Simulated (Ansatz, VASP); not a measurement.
## One calculation of Ca3GeBiH4, two programs

INCAR

```
ALGO = Normal ; EDIFF = 1E-6
EDIFFG = -0.04 ; ENCUT = 600
GGA = PE ; IBRION = 2
ISIF = 3 ; ISMEAR = 0
LASPH = True ; LCHARG = False
LREAL = False ; LWAVE = False
NELM = 60 ; NSW = 90
PREC = Accurate ; SIGMA = 0.1
```

Contents of KPOINTS:

```
k-points
0
Gamma
  3 3 4
```

File POSCAR:

```
Ca3GeBiH4
1.0
    6.2465750500      0.0000000000      0.0000000000
   -3.1232875200      5.4096926800      0.0000000000
    0.0000000000      0.0000000000      4.5688889300
Ca Ge Bi H
3 1 1 4
Direct
    0.5000000000      0.0000000000      0.5000000000
    0.0000000000      0.5000000000      0.5000000000
    0.5000000000      0.5000000000      0.5000000000
    0.0000000000      0.0000000000      0.0000000000
    0.0000000000      0.0000000000      0.5000000000
    0.3333333300      0.6666666700      0.5000000000
    0.6666666700      0.3333333300      0.5000000000
    0.3333333300      0.6666666700      0.0000000000
    0.6666666700      0.3333333300      0.0000000000
```

Input for Ansatz:

```yaml
crystal:
  lattice:
    - [6.24657505, 0.0, 0.0]
    - [-3.12328752, 5.40969268, 0.0]
    - [0.0, 0.0, 4.56888893]
  atoms:
    - { symbol: Ca, position: [0.5, 0.0, 0.5] }
    - { symbol: Ca, position: [0.0, 0.5, 0.5] }
    - { symbol: Ca, position: [0.5, 0.5, 0.5] }
    - { symbol: Ge, position: [0.0, 0.0, 0.0] }
    - { symbol: Bi, position: [0.0, 0.0, 0.5] }
    - { symbol: H, position: [0.33333333, 0.66666667, 0.5] }
    - { symbol: H, position: [0.66666667, 0.33333333, 0.5] }
    - { symbol: H, position: [0.33333333, 0.66666667, 0.0] }
    - { symbol: H, position: [0.66666667, 0.33333333, 0.0] }
basis:
  ecutwfc: 420
kpoints:
  mp_grid: { grid: [3, 3, 4] }
hamiltonian:
  xc: pbe
scf:
  occupations: { method: gaussian, width: 0.1 }
  lower_state_search: "off"
output:
  forces: true
  stress: true
  eigenvalues: true
relax:
  adjacent_minimum: "off"
  f_tol: 0.04
  max_steps: 70
  cell: { stress_tol: 0.4 }
```

Alike in both runs: task relaxation of cell and atoms; functional PBE; k mesh 3 × 3 × 4; occupations gaussian, width 0.1 eV; no spin polarisation.

```csv
,VASP,Ansatz
version,VASP 6.6.1,Ansatz 0.2.0
potentials or method,"VASP PAW PBE potentials, release 64 (Ca_sv, Ge_d, Bi_d, H), cutoff 600 eV","scalar-relativistic, plane waves, PAW"
valence electrons in the cell,63,63
```

VASP gave:

- gap on the k mesh at the Fermi level, each at its own relaxed structure (eV): none
- relaxed volume (Å³/atom): 25.56
- relaxed length of the cell vector where the two differ most in proportion (Å): 7.090

Problem. What did Ansatz give for the same quantities?

Solution. gap on the k mesh at the Fermi level, each at its own relaxed structure (eV): none; relaxed volume (Å³/atom): 25.35; relaxed length of the cell vector where the two differ most in proportion (Å): 7.069.

A gap of «none» marks a metal or a gap that the smearing closes.

The k mesh is coarse, so the values compare programs but aren't converged. Neither program's run includes spin-orbit coupling. Noted on VASP's run: the volume moved by over 15 % at a fixed basis, so the end points are rough.
